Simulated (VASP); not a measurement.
## CuI: G0W0 quasiparticle levels with LDA

CuI:

```
Cu I
1.0
     4.28719    0.00000    0.00000
     2.14359    3.71281    0.00000
     2.14359    1.23760    3.50047
Cu I
1 1
Direct
  0.25000 0.25000 0.25000
  0.00000 0.00000 0.00000
```

```json
{
  "Program": "VASP 6.6.1",
  "Task": "G0W0 quasiparticle levels",
  "Functional": "LDA",
  "Potentials or basis": "VASP PAW LDA potentials, release 64 (Cu_GW, I_GW)",
  "Cutoff": "500 eV",
  "k mesh": "4 × 4 × 4",
  "Occupations": "gaussian, width 0.01 eV",
  "Spin": "no spin polarisation",
  "Dipole correction": "no",
  "GW scheme": "G0W0",
  "GW iterations": "1",
  "Cutoff of the response function": "150",
  "Frequency points": "96",
  "Empty bands": "80",
  "Further INCAR settings": "ALGO = EVGW0; EDIFF = 1e-08; NBANDS = 89"
}
```

- Quasiparticle gap: 2.13 eV
- Least direct quasiparticle gap: 2.13 eV
- Band gap of the starting levels on the mesh: 0.96 eV
- Least direct gap of the starting levels on the mesh: 0.96 eV

It took 8 min on 1 thread of Intel Xeon 8259CL (shared host), peak memory 0.61 GiB.

Caveat: the k points lie up to 0.45 Å⁻¹ apart; bands, screening cutoff and mesh are small and nothing is extrapolated, so the quasiparticle values aren't converged; spin-orbit coupling is left out, which moves the levels of the heavy elements.
